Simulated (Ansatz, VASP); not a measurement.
# One calculation of TaAs, two programs

```
Ta As
1.0
    -1.72025    1.72025    5.86296
     1.72025   -1.72025    5.86296
     1.72025    1.72025   -5.86296
Ta As
2 2
Direct
  0.50001 0.00001 0.50000
  0.75001 0.75001 0.00000
  0.08259 0.58259 0.50000
  0.33259 0.33259 0.00000
```

Alike in both runs: task single point; functional PBE; k mesh 10 × 10 × 10; occupations fermi-dirac, width 0.02 eV; no spin polarisation.

|  | VASP | Ansatz |
| --- | --- | --- |
| version | VASP 6.6.1 | Ansatz 0.2.0 |
| potentials or method | VASP PAW PBE potentials, release 64 (Ta_pv, As) | plane waves, PAW |
| plane-wave cutoff (eV) | 520 | 420 |
| valence electrons in the cell | 32 | 56 |

Ansatz gave:

| Item | Value |
| --- | --- |
| pressure (GPa) | 2.6 |
| traceless stress, the component that is largest in VASP (GPa) | -0.63 |
| rms of the force components (eV/Å) | 0.010 |

Which values does VASP return?

Pressure (GPa): 3.1; traceless stress, the component that is largest in VASP (GPa): -0.70; rms of the force components (eV/Å): 0.011.

Atom by atom the forces differ by 0.001 eV/Å (rms over components). VASP's potentials hold 32 valence electrons a cell and Ansatz's 56, so a difference there can come from the potentials and not from the codes.

Spin-orbit coupling is off throughout.
